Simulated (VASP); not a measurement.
# HfO2 (Fm-3m) in VASP: a series of runs, part 2 of 2

VASP 6.6.1.

### 3 Single point, LDA

This run uses another cell than the first one, of 10.71 Å³/atom, 1.021 times its volume.

INCAR

```
SYSTEM = HfO2
PREC     = Accurate       ! precision mode
ENCUT    = 520            ! plane-wave cutoff, eV
EDIFF    = 1E-6           ! SCF threshold, eV
ISMEAR   = 0              ! smearing method
SIGMA    = 0.01           ! smearing width, eV
LREAL    = .FALSE.        ! projectors in reciprocal space
LASPH    = .TRUE.         ! aspherical terms in the spheres
NELM     = 100            ! most SCF steps
ALGO     = Normal         ! electronic algorithm
ISIF     = 2              ! what is computed and relaxed
LWAVE    = .FALSE.        ! write WAVECAR
LCHARG   = .FALSE.        ! write CHGCAR
NBANDS   = 18             ! bands
```

KPOINTS

```
Automatic mesh
0
G
  6 6 6
  0 0 0
```

POSCAR

```
HfO2
1.0
    0.0000000000      2.5229349520      2.5229349520
    2.5229349520      0.0000000000      2.5229349520
    2.5229349520      2.5229349520      0.0000000000
Hf O
1 2
Direct
    0.0000000000      0.0000000000      0.0000000000
    0.2500000000      0.2500000000      0.2500000000
    0.7500000000      0.7500000000      0.7500000000
```

Potentials or basis: VASP PAW LDA potentials, release 64 (Hf_pv, O).

Started as:

```console
$ cat potpaw_LDA.64/Hf_pv/POTCAR potpaw_LDA.64/O/POTCAR > POTCAR
$ mpirun -np 1 vasp_std > vasp.out
```

OUTCAR:

```text
SYSTEM = HfO2
   PREC = Accurate
   ENCUT = 520
   EDIFF = 1E-6
   ISMEAR = 0
   LREAL = .FALSE.
   LASPH = .TRUE.
   NELM = 100
   ISIF = 2

 ion  position               nearest neighbor table
   1  0.000  0.000  0.000-   3 2.18   3 2.18   3 2.18   2 2.18   3 2.18   2 2.18   2 2.18   2 2.18

   2  0.250  0.250  0.250-   1 2.18   1 2.18   1 2.18   1 2.18
   3  0.750  0.750  0.750-   1 2.18   1 2.18   1 2.18   1 2.18

  LATTYP: Found a face centered cubic cell.
 ALAT       =     5.0458699040

  Lattice vectors:

 A1 = (   0.0000000000,   2.5229349520,   2.5229349520)
 A2 = (   2.5229349520,   0.0000000000,   2.5229349520)
 A3 = (   2.5229349520,   2.5229349520,   0.0000000000)

Analysis of symmetry for initial positions (statically):
=====================================================================
 Subroutine PRICEL returns:
 Original cell was already a primitive cell.

 Routine SETGRP: Setting up the symmetry group for a
 face centered cubic supercell.

 Subroutine GETGRP returns: Found 48 space group operations
 (whereof 48 operations were pure point group operations)
 out of a pool of 48 trial point group operations.

The static configuration has the point symmetry O_h .

Analysis of symmetry for dynamics (positions and initial velocities):
=====================================================================
 Subroutine PRICEL returns:
 Original cell was already a primitive cell.

 Routine SETGRP: Setting up the symmetry group for a
 face centered cubic supercell.

 Subroutine GETGRP returns: Found 48 space group operations
 (whereof 48 operations were pure point group operations)
 out of a pool of 48 trial point group operations.

The dynamic configuration has the point symmetry O_h .

 Subroutine INISYM returns: Found 48 space group operations
 (whereof 48 operations are pure point group operations),
 and found     1 'primitive' translations

[... 107 lines left out ...]
     AMIX_MAG =   1.60;   BMIX_MAG =  1.00
  volume/ion in A,a.u.               =      10.71        72.25
  Fermi-wavevector in a.u.,A,eV,Ry     =   1.443111  2.727084 28.335068  2.082569
  Thomas-Fermi vector in A             =   2.561555
   LORBIT       =      0    0 simple, 1 ext, 2 COOP (PROOUT), +10 PAW based schemes
   GGA     = CA    functional components
   LHFCALC =     F    Hartree Fock is set to
   AEXX    =    0.0000 exact exchange contribution
   IVDW    =     0    specifies the selected vdW correction
   LEPSILON=     F    determine dielectric tensor
   LRPA    =     F    only Hartree local field effects (RPA)
 non-spin polarized calculation
 Gauss-broadening in eV      SIGMA  =   0.01
  energy-cutoff  :      520.00
  volume of cell :       32.12
 maximum number of plane-waves:       893
 NGX is ok and might be reduce to    28
   NGX = 13   NGY = 13   NGZ = 13

 number of electron      21.9999992 magnetization

 Free energy of the ion-electron system (eV)
  ---------------------------------------------------
  ext. energy  EPLUGINS =         0.00000000
  ---------------------------------------------------
  free energy    TOTEN  =       -33.03308543 eV

  energy without entropy =      -33.03308543  energy(sigma->0) =      -33.03308543

 E-fermi :   4.2715     XC(G=0): -12.3876

 val. band max:        4.1798715791   @ k =   0.5000   0.5000   0.0000
 cond. band min:       7.8113209080   @ k =   0.5000   0.5000   0.0000
 fundamental gap:      3.6314493289
 Fermi energy:         4.2714803050

 k-point     1 :       0.0000    0.0000    0.0000
  band No.  band energies     occupation
      1     -25.2500      2.00000
      2     -25.2500      2.00000
      3     -25.2500      2.00000
      4     -14.3851      2.00000
      5     -11.1496      2.00000
      6      -1.3163      2.00000
[... 313 lines left out ...]
      5     -12.1631      2.00000
      6      -1.8577      2.00000
[... 10 lines left out ...]
     17      16.8413      0.00000
     18      17.1623      0.00000

------------------------ aborting loop because EDIFF is reached ----------------------------------------

  FORCE on cell =-STRESS in cart. coord.  units (eV):
  Direction    XX          YY          ZZ          XY          YZ          ZX
  --------------------------------------------------------------------------------------
  -------------------------------------------------------------------------------------
  Total       -2.0430230     -2.0430230     -2.0430230      0.0000000     -0.0000000     -0.0000000
  in kB     -101.9144301   -101.9144301   -101.9144301      0.0000000     -0.0000000     -0.0000000
  external PRESSURE =    -101.9144301 kB  Pullay stress =       0.0000000 kB

 VOLUME and BASIS-vectors are now :
 -----------------------------------------------------------------------------
  energy-cutoff  :      520.00
  volume of cell :       32.12
      direct lattice vectors                 reciprocal lattice vectors
     0.000000000  2.522934952  2.522934952    -0.198181883  0.198181883  0.198181883
     2.522934952  0.000000000  2.522934952     0.198181883 -0.198181883  0.198181883
     2.522934952  2.522934952  0.000000000     0.198181883  0.198181883 -0.198181883

 POSITION                                       TOTAL-FORCE (eV/Angst)
 -----------------------------------------------------------------------------------
      0.00000      0.00000      0.00000         0.000000     -0.000000      0.000000
      1.26147      1.26147      1.26147        -0.000000      0.000000     -0.000000
      3.78440      3.78440      3.78440         0.000000     -0.000000      0.000000
 -----------------------------------------------------------------------------------
    total drift:                                0.000000      0.000000      0.000000

  FREE ENERGIE OF THE ION-ELECTRON SYSTEM (eV)
  ---------------------------------------------------
  free  energy   TOTEN  =       -33.0330854334 eV

  energy  without entropy=      -33.0330854334  energy(sigma->0) =      -33.03308543
```

stdout:

```text
POSCAR found type information on POSCAR HfO
 POSCAR found :  2 types and       3 ions
 scaLAPACK will be used
 LDA part: xc-table for (Slater(with rela. corr.)+CA(PZ))
 , standard interpolation
 POSCAR, INCAR and KPOINTS ok, starting setup
 FFT: planning ... GRIDC
 FFT: planning ... GRID_SOFT
 FFT: planning ... GRID
 WAVECAR not read
 entering main loop
```

It took 6.3 s on 1 thread of Intel Xeon Platinum 8488C (Sapphire Rapids), shared host; peak memory 0.14 GiB.

Results:

| Item | Value |
| --- | --- |
| Free energy | -33.0331 eV |
| Pressure | -10.2 GPa |
| Band gap on the k mesh | 3.63 eV, direct |

Levels at points of the mesh, in eV from the valence-band top:
```tsv
k point	band 7	band 8	band 9	band 10	band 11	band 12	band 13	band 14	band 15	band 16
(0.00, 0.00, 0.00)	-5.50	-5.50	-0.62	-0.62	-0.62	3.72	3.72	5.80	10.55	10.55
(0.50, 0.00, 0.00)	-4.45	-3.09	-2.79	-1.86	-1.86	4.48	4.48	7.07	8.84	9.46
(0.50, 0.50, 0.00)	-3.51	-3.51	-1.58	-1.58	0.00	3.63	5.40	6.72	8.21	8.21
```

Caveat: spin-orbit coupling is left out, which moves the levels of the heavy elements.
